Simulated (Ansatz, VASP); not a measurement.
MgSi3N: VASP beside Ansatz

INCAR

```
SYSTEM = MgSi3N
PREC = Accurate
ENCUT = 520
EDIFF = 1E-7
ISMEAR = 0
SIGMA = 0.1
LREAL = .False.
LASPH = .True.
NELM = 100
ALGO = Normal
ISIF = 2
LWAVE = .False.
LCHARG = .True.
GGA = PE
LELF = .True.
LVHAR = .True.
NBANDS = 30
```

File KPOINTS:

```
Automatic mesh
0
Gamma
  4 6 2
  0 0 0
```

File POSCAR:

```
MgSi3N
1.0
    5.1911736000      0.0000000000      0.0000000000
    0.0000000000      2.8849589739      0.0000000000
   -1.8817736035      0.0000000000     10.0570314358
Mg Si N
2 6 2
Direct
    0.4610910507      0.5000000000      0.4410368986
    0.9291347224      0.5000000000      0.9507371101
    0.0071255679      0.0000000000      0.5237596361
    0.4654379824      0.0000000000      0.0115704211
    0.6888274681      0.0000000000      0.7265200378
    0.1631313421      0.0000000000      0.2309055889
    0.2362396916      0.0000000000      0.7577465065
    0.7064229070      0.0000000000      0.2435169611
    0.6848177817      0.0000000000      0.5552703782
    0.1577714863      0.0000000000      0.0589364614
```

Input for Ansatz:

```yaml
crystal:
  lattice:
    - [5.1911736, 0.0, 0.0]
    - [0.0, 2.8849589739, 0.0]
    - [-1.8817736035, 0.0, 10.0570314358]
  atoms:
    - { symbol: Mg, position: [0.4610910507, 0.5, 0.4410368986] }
    - { symbol: Mg, position: [0.9291347224, 0.5, 0.9507371101] }
    - { symbol: Si, position: [0.0071255679, 0.0, 0.5237596361] }
    - { symbol: Si, position: [0.4654379824, 0.0, 0.0115704211] }
    - { symbol: Si, position: [0.6888274681, 0.0, 0.7265200378] }
    - { symbol: Si, position: [0.1631313421, 0.0, 0.2309055889] }
    - { symbol: Si, position: [0.2362396916, 0.0, 0.7577465065] }
    - { symbol: Si, position: [0.706422907, 0.0, 0.2435169611] }
    - { symbol: "N", position: [0.6848177817, 0.0, 0.5552703782] }
    - { symbol: "N", position: [0.1577714863, 0.0, 0.0589364614] }
basis:
  ecutwfc: 420
kpoints:
  mp_grid: { grid: [4, 6, 2] }
hamiltonian:
  xc: pbe
scf:
  occupations: { method: gaussian, width: 0.1 }
  lower_state_search: "off"
output:
  forces: true
  stress: true
  eigenvalues: true
```

Change from the starting cell: the structure that the rattled cell fell into.

Alike in both runs: task single point; functional PBE; k mesh 4 × 6 × 2; occupations gaussian, width 0.1 eV; no spin polarisation.

|  | VASP | Ansatz |
| --- | --- | --- |
| version | VASP 6.6.1 | Ansatz 0.2.0 |
| potentials or method | VASP PAW PBE potentials, release 64 (Mg, Si, N), cutoff 520 eV | scalar-relativistic, plane waves, PAW |
| valence electrons in the cell | 38 | 54 |

|  | VASP | Ansatz | Ansatz less VASP |
| --- | --- | --- | --- |
| gap on the k mesh at the Fermi level (eV) | none | none | - |
| pressure (GPa) | 0.2 | 0.4 | +0.14 |
| traceless stress, the component that is largest in VASP (GPa) | -0.86 | -0.83 | +0.034 |
| rms of the force components (eV/Å) | 0.040 | 0.040 | +0.0009 |

Atom by atom the forces differ by 0.002 eV/Å (rms over components). A gap of «none» marks a metal or a gap that the smearing closes. VASP's potentials hold 38 valence electrons a cell and Ansatz's 54, so a difference there can come from the potentials and not from the codes.

The k mesh is coarse, so the values compare programs but aren't converged.
